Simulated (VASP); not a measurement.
A run of VASP 6.6.1 is set up as follows.

Contents of INCAR:

```
SYSTEM = HgTe
ALGO = Normal
EDIFF = 1E-7
ENCUT = 520
GGA = PE
ISIF = 2
ISMEAR = -1
LASPH = .True.
LCHARG = .False.
LREAL = .False.
LWAVE = .False.
NBANDS = 26
NELM = 100
PREC = Accurate
SIGMA = 0.02
```

KPOINTS

```
k-points
0
Gamma
  6 6 4
  0 0 0
```

File POSCAR:

```
HgTe
1.0
    4.7909380155      0.0000000000      0.0000000000
   -2.3954690077      4.1490740293      0.0000000000
    0.0000000000      0.0000000000      7.8623006560
Hg Te
2 2
Direct
    0.3333333333      0.6666666667      0.0003155690
    0.6666666667      0.3333333333      0.5003155690
    0.3333333333      0.6666666667      0.3746844310
    0.6666666667      0.3333333333      0.8746844310
```

Potentials or basis: VASP PAW PBE potentials, release 64 (Hg, Te).

The run is started by

```bash
$ cat potpaw_PBE.64/Hg/POTCAR potpaw_PBE.64/Te/POTCAR > POTCAR
$ mpirun -np 1 vasp_std > vasp.out
```

**Question.** Predict the band gap on the k mesh.

**Answer.** Zero (filled and empty bands touch).

**Question.** Estimate the largest force.

**Answer.** 0.006 eV/Å.

**Question.** Estimate the pressure.

**Answer.** -1.7 GPa.

Forces in eV/Å, atoms in the order of the input:
```
Hg   0.000  0.000 -0.006
Hg   0.000  0.000 -0.006
Te   0.000  0.000  0.006
Te   0.000  0.000  0.006
```

Caveat: semilocal functionals underestimate gaps, so a narrow gap can read as zero; spin-orbit coupling is left out, which moves the levels of the heavy elements.
